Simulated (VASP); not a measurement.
# TiPbS3 in VASP: further runs

Runs on TiPbS3. Level: r2SCAN. Tasks: single point.

All numbers are computed with VASP 6.6.1; they aren't measurements. Logs are shortened: lines on timing, memory, paths and dates and some standing lists are left out, and cuts for length are marked.

## 1. The cell of the first run

Symmetry: Pm-3m, No. 221, cubic system. The conventional cell has a = 4.758 Å, b = 4.758 Å, c = 4.758 Å, α = 90.00°, β = 90.00°, γ = 90.00°. Within 4.4 Å of Pb (site symmetry m-3m) lie 12 S at 3.36 Å and 8 Ti at 4.12 Å. Ti (site symmetry m-3m) has 6 S at 2.38 Å within 3.1 Å. S (site symmetry 4/mmm) has 2 Ti at 2.38 Å within 3.1 Å.

## 2. Single point, r2SCAN

Input file POSCAR:

```
TiPbS3
1.0
    4.7576229679      0.0000000000      0.0000000000
    0.0000000000      4.7576229679      0.0000000000
    0.0000000000      0.0000000000      4.7576229679
Pb Ti S
1 1 3
Direct
    0.0000000000      0.0000000000      0.0000000000
    0.5000000000      0.5000000000      0.5000000000
    0.5000000000      0.5000000000      0.0000000000
    0.5000000000      0.0000000000      0.5000000000
    0.0000000000      0.5000000000      0.5000000000
```

Input file INCAR.step1:

```
ALGO = Normal
EDIFF = 1E-4
ENCUT = 520
GGA = PE
ISMEAR = -1
LASPH = True
LCHARG = False
LREAL = False
LWAVE = True
NBANDS = 30
NELM = 80
PREC = Accurate
SIGMA = 0.02
```

Input file INCAR.step2:

```
ALGO = Normal
EDIFF = 1E-6
ENCUT = 520
ISIF = 2
ISMEAR = -1
ISTART = 1
LASPH = True
LCHARG = True
LELF = True
LMIXTAU = True
LREAL = False
LVHAR = True
LWAVE = False
METAGGA = R2SCAN
NBANDS = 30
NELM = 80
PREC = Accurate
SIGMA = 0.02
```

Input file KPOINTS:

```
k-points
0
Gamma
  6 6 6
```

Potentials or basis: VASP PAW PBE potentials, release 64 (Pb_d, Ti_sv, S).

Run with:

```bash
$ cat potpaw_PBE.64/Pb_d/POTCAR potpaw_PBE.64/Ti_sv/POTCAR potpaw_PBE.64/S/POTCAR > POTCAR
$ cp INCAR.step1 INCAR
$ mpirun -np 1 vasp_std > vasp.out
$ cp INCAR.step2 INCAR
$ mpirun -np 1 vasp_std > vasp.out
```

OUTCAR:

```text
EDIFF = 1E-6
   ENCUT = 520
   ISIF = 2
   ISMEAR = -1
   ISTART = 1
   LASPH = True
   LREAL = False
   METAGGA = R2SCAN
   NELM = 80
   PREC = Accurate

 ion  position               nearest neighbor table
   1  0.000  0.000  0.000-   3 3.36   4 3.36   5 3.36   4 3.36   5 3.36   3 3.36   5 3.36   5 3.36
                             3 3.36   4 3.36   4 3.36   3 3.36
   2  0.500  0.500  0.500-   3 2.38   4 2.38   5 2.38   3 2.38   4 2.38   5 2.38
   3  0.500  0.500  0.000-   2 2.38   2 2.38   1 3.36   1 3.36   1 3.36   1 3.36
   4  0.500  0.000  0.500-   2 2.38   2 2.38   1 3.36   1 3.36   1 3.36   1 3.36
   5  0.000  0.500  0.500-   2 2.38   2 2.38   1 3.36   1 3.36   1 3.36   1 3.36

  LATTYP: Found a simple cubic cell.
 ALAT       =     4.7576229679

  Lattice vectors:

 A1 = (   4.7576229679,   0.0000000000,   0.0000000000)
 A2 = (   0.0000000000,   4.7576229679,   0.0000000000)
 A3 = (   0.0000000000,   0.0000000000,   4.7576229679)

Analysis of symmetry for initial positions (statically):
=====================================================================
 Subroutine PRICEL returns:
 Original cell was already a primitive cell.

 Routine SETGRP: Setting up the symmetry group for a
 simple cubic supercell.

 Subroutine GETGRP returns: Found 48 space group operations
 (whereof 48 operations were pure point group operations)
 out of a pool of 48 trial point group operations.

The static configuration has the point symmetry O_h .

Analysis of symmetry for dynamics (positions and initial velocities):
=====================================================================
 Subroutine PRICEL returns:
 Original cell was already a primitive cell.

 Routine SETGRP: Setting up the symmetry group for a
 simple cubic supercell.

 Subroutine GETGRP returns: Found 48 space group operations
 (whereof 48 operations were pure point group operations)
 out of a pool of 48 trial point group operations.

The dynamic configuration has the point symmetry O_h .

 Subroutine INISYM returns: Found 48 space group operations
 (whereof 48 operations are pure point group operations),
 and found     1 'primitive' translations

----------------------------------------------------------------------------------------

                                     Primitive cell

  volume of cell :     107.6887

  direct lattice vectors                    reciprocal lattice vectors
     4.757622968  0.000000000  0.000000000     0.210188997  0.000000000  0.000000000
     0.000000000  4.757622968  0.000000000     0.000000000  0.210188997  0.000000000
     0.000000000  0.000000000  4.757622968     0.000000000  0.000000000  0.210188997

  length of vectors
     4.757622968  4.757622968  4.757622968     0.210188997  0.210188997  0.210188997

  position of ions in fractional coordinates (direct lattice)
     0.000000000  0.000000000  0.000000000
     0.500000000  0.500000000  0.500000000
     0.500000000  0.500000000  0.000000000
     0.500000000  0.000000000  0.500000000
     0.000000000  0.500000000  0.500000000

  ion indices of the primitive-cell ions
   primitive index   ion index
                 1           1
                 2           2
                 3           3
                 4           4
                 5           5

----------------------------------------------------------------------------------------

 KPOINTS: k-points

Automatic generation of k-mesh.
 Grid dimensions read from file:
 generate k-points for:    6    6    6

 Generating k-lattice:

  Cartesian coordinates                     Fractional coordinates (reciprocal lattice)
     0.035031500  0.000000000  0.000000000     0.166666667  0.000000000  0.000000000
     0.000000000  0.035031500  0.000000000     0.000000000  0.166666667  0.000000000
     0.000000000  0.000000000  0.035031500     0.000000000  0.000000000  0.166666667

  Length of vectors
     0.035031500  0.035031500  0.035031500

  Shift w.r.t. Gamma in fractional coordinates (k-lattice)
     0.000000000  0.000000000  0.000000000

 Subroutine IBZKPT returns following result:
 ===========================================

 Found     20 irreducible k-points:

 Following reciprocal coordinates:
            Coordinates               Weight
  0.000000  0.000000  0.000000      1.000000
  0.166667  0.000000  0.000000      6.000000
  0.333333  0.000000  0.000000      6.000000
  0.500000  0.000000  0.000000      3.000000
  0.166667  0.166667  0.000000     12.000000
  0.333333  0.166667  0.000000     24.000000
[... 12 lines left out ...]
  0.500000  0.500000  0.333333      6.000000
  0.500000  0.500000  0.500000      1.000000
   k-points           NKPTS =     20   k-points in BZ     NKDIM =     20   number of bands    NBANDS=     30
   number of dos      NEDOS =    301   number of ions     NIONS =      5
   total plane-waves  NPLWV =  46656
   dimension x,y,z NGX =    36 NGY =   36 NGZ =   36
   dimension x,y,z NGXF=    72 NGYF=   72 NGZF=   72
   ions per type =               1   1   3
   NGX,Y,Z   is equivalent  to a cutoff of  12.58, 12.58, 12.58 a.u.
   NGXF,Y,Z  is equivalent  to a cutoff of  25.16, 25.16, 25.16 a.u.
 SYSTEM =  unknown system
   PREC   = accura    normal or accurate (medium, high low for compatibility)
   ISTART =      1    job   : 0-new  1-cont  2-samecut
   ICHARG =      0    charge: 1-file 2-atom 10-const
   ISPIN  =      1    spin polarized calculation?
   LNONCOLLINEAR =      F non collinear calculations
   LSORBIT =      F    spin-orbit coupling
   LASPH  =      T    aspherical Exc in radial PAW
   ENCUT  =  520.0 eV  38.22 Ry    6.18 a.u.   8.85  8.85  8.85*2*pi/ulx,y,z
   NELM   =     80;   NELMIN=  2; NELMDL=  0     # of ELM steps
   EDIFF  = 0.1E-05   stopping-criterion for ELM
   LREAL  =      F    real-space projection
   EDIFFG = 0.1E-04   stopping-criterion for IOM
   NSW    =      0    number of steps for IOM
   IBRION =     -1    ionic relax: 0-MD 1-quasi-New 2-CG
   NFREE  =      0    steps in history (QN), initial steepest desc. (CG)
   ISIF   =      2    stress and relaxation
   ISYM   =      2    0-nonsym 1-usesym 2-fastsym
   POTIM  = 0.5000    time-step for ionic-motion
   TEBEG  =    0.0;   TEEND  =   0.0 temperature during run
   PSTRESS=    0.0 pullay stress
   NELECT =      44.0000    total number of electrons
   NUPDOWN=      -1.0000    fix difference up-down
   EMIN   =  10.00;   EMAX   =-10.00  energy-range for DOS
   EFERMI =   0.00;   METHOD = LEGACY
   ISMEAR =    -1;   SIGMA  =   0.02  broadening in eV -4-tet -1-fermi 0-gaus
   EFERMI_NEDOS =   21; number of points for ismear=-14 and -15
   IALGO  =     38    algorithm
   IMIX   =      4    mixing-type and parameters
     AMIX     =   0.40;   BMIX     =  1.00
     AMIX_MAG =   1.60;   BMIX_MAG =  1.00
  volume/ion in A,a.u.               =      21.54       145.34
  Fermi-wavevector in a.u.,A,eV,Ry     =   1.214793  2.295626 20.078425  1.475723
  Thomas-Fermi vector in A             =   2.350201
   LORBIT       =      0    0 simple, 1 ext, 2 COOP (PROOUT), +10 PAW based schemes
   METAGGA = R2SCAN    functional components
   LHFCALC =     F    Hartree Fock is set to
   AEXX    =    0.0000 exact exchange contribution
   IVDW    =     0    specifies the selected vdW correction
   LEPSILON=     F    determine dielectric tensor
   LRPA    =     F    only Hartree local field effects (RPA)
 non-spin polarized calculation
  energy-cutoff  :      520.00
  volume of cell :      107.69
 maximum number of plane-waves:      2945
 NGX is ok and might be reduce to    36
   NGX = 17   NGY = 17   NGZ = 17

 number of electron      44.0000005 magnetization

 Free energy of the ion-electron system (eV)
  ---------------------------------------------------
  ext. energy  EPLUGINS =         0.00000000
  ---------------------------------------------------
  free energy    TOTEN  =       -97.92847768 eV

  energy without entropy =      -97.92416189  energy(sigma->0) =      -97.92631978

 E-fermi :   5.8655     XC(G=0): -10.5962

 val. band max:        5.8467797214   @ k =   0.1667   0.0000   0.0000
 cond. band min:       5.8658706925   @ k =   0.3333   0.0000   0.0000
 fundamental gap:      0.0190909711
 Fermi energy:         5.8654734235

 k-point     1 :       0.0000    0.0000    0.0000
  band No.  band energies     occupation
      1     -54.4156      2.00000
      2     -29.6100      2.00000
      3     -29.6100      2.00000
      4     -29.6100      2.00000
      5     -12.3621      2.00000
      6     -12.3621      2.00000
[... 22 lines left out ...]
     29      10.1329      0.00000
     30      10.1329      0.00000

 k-point     2 :       0.1667    0.0000    0.0000
  band No.  band energies     occupation
      1     -54.4156      2.00000
      2     -29.6116      2.00000
      3     -29.6100      2.00000
      4     -29.6100      2.00000
      5     -12.3610      2.00000
      6     -12.3590      2.00000
[... 22 lines left out ...]
     29       9.7149      0.00000
     30       9.7149      0.00000

 k-point     3 :       0.3333    0.0000    0.0000
  band No.  band energies     occupation
      1     -54.4155      2.00000
      2     -29.6149      2.00000
      3     -29.6099      2.00000
      4     -29.6099      2.00000
      5     -12.3588      2.00000
      6     -12.3527      2.00000
[... 22 lines left out ...]
     29       9.0990      0.00000
     30       9.0990      0.00000

 k-point     4 :       0.5000    0.0000    0.0000
  band No.  band energies     occupation
      1     -54.4155      2.00000
      2     -29.6166      2.00000
      3     -29.6099      2.00000
      4     -29.6099      2.00000
      5     -12.3578      2.00000
      6     -12.3497      2.00000
[... 22 lines left out ...]
     29       8.8921      0.00000
     30       9.0199      0.00000

 k-point     5 :       0.1667    0.1667    0.0000
  band No.  band energies     occupation
      1     -54.4155      2.00000
      2     -29.6116      2.00000
      3     -29.6116      2.00000
      4     -29.6099      2.00000
      5     -12.3591      2.00000
      6     -12.3568      2.00000
[... 22 lines left out ...]
     29       9.3015      0.00000
     30       9.8693      0.00000
[... 394 lines left out ...]
     29      10.3657      0.00000
     30      10.3657      0.00000

 k-point    18 :       0.5000    0.3333    0.3333
  band No.  band energies     occupation
      1     -54.4153      2.00000
      2     -29.6164      2.00000
      3     -29.6147      2.00000
      4     -29.6147      2.00000
      5     -12.3588      2.00000
      6     -12.3582      2.00000
[... 22 lines left out ...]
     29      10.2919      0.00000
     30      10.9310      0.00000

 k-point    19 :       0.5000    0.5000    0.3333
  band No.  band energies     occupation
      1     -54.4152      2.00000
      2     -29.6163      2.00000
      3     -29.6163      2.00000
      4     -29.6146      2.00000
      5     -12.3618      2.00000
      6     -12.3582      2.00000
[... 22 lines left out ...]
     29      10.4217      0.00000
     30      11.6061      0.00000

 k-point    20 :       0.5000    0.5000    0.5000
  band No.  band energies     occupation
      1     -54.4152      2.00000
      2     -29.6163      2.00000
      3     -29.6162      2.00000
      4     -29.6162      2.00000
      5     -12.3613      2.00000
      6     -12.3613      2.00000
[... 22 lines left out ...]
     29      11.6165      0.00000
     30      11.6165      0.00000

------------------------ aborting loop because EDIFF is reached ----------------------------------------

  FORCE on cell =-STRESS in cart. coord.  units (eV):
  Direction    XX          YY          ZZ          XY          YZ          ZX
  --------------------------------------------------------------------------------------
  -------------------------------------------------------------------------------------
  Total        0.0430437      0.0430437      0.0430437     -0.0000000     -0.0000000      0.0000000
  in kB        0.6403982      0.6403982      0.6403982     -0.0000000     -0.0000000      0.0000000
  external PRESSURE =       0.6403982 kB  Pullay stress =       0.0000000 kB

 VOLUME and BASIS-vectors are now :
 -----------------------------------------------------------------------------
  energy-cutoff  :      520.00
  volume of cell :      107.69
      direct lattice vectors                 reciprocal lattice vectors
     4.757622968  0.000000000  0.000000000     0.210188997  0.000000000  0.000000000
     0.000000000  4.757622968  0.000000000     0.000000000  0.210188997  0.000000000
     0.000000000  0.000000000  4.757622968     0.000000000  0.000000000  0.210188997

 POSITION                                       TOTAL-FORCE (eV/Angst)
 -----------------------------------------------------------------------------------
      0.00000      0.00000      0.00000         0.000000      0.000000      0.000000
      2.37881      2.37881      2.37881         0.000000      0.000000      0.000000
      2.37881      2.37881      0.00000         0.000000      0.000000      0.000000
      2.37881      0.00000      2.37881         0.000000      0.000000      0.000000
      0.00000      2.37881      2.37881         0.000000      0.000000      0.000000
 -----------------------------------------------------------------------------------
    total drift:                                0.000000      0.000000      0.000000

  FREE ENERGIE OF THE ION-ELECTRON SYSTEM (eV)
  ---------------------------------------------------
  free  energy   TOTEN  =       -97.9284776760 eV

  energy  without entropy=      -97.9241618855  energy(sigma->0) =      -97.92631978
```

Wall time 4.7 min (1 thread of Oxide Virtual Turin-like, shared host); peak memory 0.22 GiB.

Results:

| Quantity | Value |
| --- | --- |
| Free energy | -97.9285 eV |
| Pressure | 0.1 GPa |
| Band gap on the k mesh | zero (bands 22 and 23 overlap by 0.04 eV) |

Caveat: the PAW data sets were made with another functional, which shifts forces and pressure a little; spin-orbit coupling is left out, which moves the levels of the heavy elements.

[end of part 1 of 2]
